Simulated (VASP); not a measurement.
Cr, 1 atom in the cell. The cell holds a slab with vacuum, 1 atom: a = 4.028 Å, b = 4.028 Å, c = 16.000 Å, α = 90.00°, β = 90.00°, γ = 120.00°. 

```yaml
Program: VASP 6.6.1
Task: single point
Functional: PBE
Potentials_or_basis: VASP PAW PBE potentials, release 64 (Cr_pv)
Cutoff: 520 eV
k_mesh: 10 × 10 × 1
Occupations: fermi-dirac, width 0.08 eV
Spin: collinear spin, ferromagnetic start
Starting_moments: "[2.0] μB"
Dipole_correction: yes
Further_INCAR_settings: ALGO = Normal; EDIFF = 1e-06; NBANDS = 16
```

Potentials or basis: VASP PAW PBE potentials, release 64 (Cr_pv).

The run is started by

```bash
$ cat potpaw_PBE.64/Cr_pv/POTCAR > POTCAR
$ mpirun -np 1 vasp_std > vasp.out
```

Hardware: 1 thread of Intel(R) Xeon(R) Platinum 8488C (Sapphire Rapids), on a shared host.

**Question.** How long does it take, and how much memory?

**Answer.** It took 3.1 min on 1 thread of Intel(R) Xeon(R) Platinum 8488C (Sapphire Rapids) (shared host), peak memory 0.42 GiB. Counts: scf iterations 38, k points 14.
